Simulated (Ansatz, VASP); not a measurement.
## Sr: VASP beside Ansatz

Contents of INCAR:

```
PREC = Accurate ; ENCUT = 520
EDIFF = 1E-7 ; ISMEAR = 0
SIGMA = 0.03 ; LREAL = False
LASPH = True ; NELM = 100
ALGO = Fast ; ISIF = 2
LWAVE = False ; LCHARG = False
GGA = PS ; NBANDS = 11
```

Contents of KPOINTS:

```
regular mesh
0
Gamma
  10 10 10
```

The input POSCAR:

```
Sr
1.0
    0.0380293750      3.0423500000      3.0423500000
    3.0423500000      0.0380293750      3.0423500000
    3.0803793750      3.0803793750      0.0000000000
Sr
1
Direct
    0.0000000000      0.0000000000      0.0000000000
```

Input for Ansatz:

```yaml
crystal:
  lattice:
    - [0.038029375, 3.04235, 3.04235]
    - [3.04235, 0.038029375, 3.04235]
    - [3.080379375, 3.080379375, 0.0]
  atoms:
    - { symbol: Sr, position: [0.0, 0.0, 0.0] }
basis:
  ecutwfc: 420
kpoints:
  mp_grid: { grid: [10, 10, 10] }
hamiltonian:
  xc: pbesol
scf:
  occupations: { method: gaussian, width: 0.03 }
output:
  forces: true
  stress: true
  eigenvalues: true
  write_density: true
  write_potential: true
  elf: true
  volumetric_format: npy
```

Change from the starting cell: strain +0.0250 x Voigt [0, 0, 0, 0, 0, 1], atoms carried along.

Alike in both runs: task single point; functional PBEsol; k mesh 10 × 10 × 10; occupations gaussian, width 0.03 eV; no spin polarisation.

|  | VASP | Ansatz |
| --- | --- | --- |
| version | VASP 6.6.1 | Ansatz 0.2.0 |
| potentials or method | VASP PAW PBE potentials, release 64 (Sr_sv), cutoff 520 eV | scalar-relativistic, plane waves, PAW |
| valence electrons in the cell | 10 | 10 |

|  | VASP | Ansatz | Ansatz less VASP |
| --- | --- | --- | --- |
| gap on the k mesh at the Fermi level (eV) | none | none | - |
| pressure (GPa) | -0.9 | -0.9 | -0.01 |
| traceless stress, the component that is largest in VASP (GPa) | -0.13 | -0.12 | +0.005 |

VASP's potentials were made for PBE, not for PBEsol. A gap of «none» marks a metal or a gap that the smearing closes.
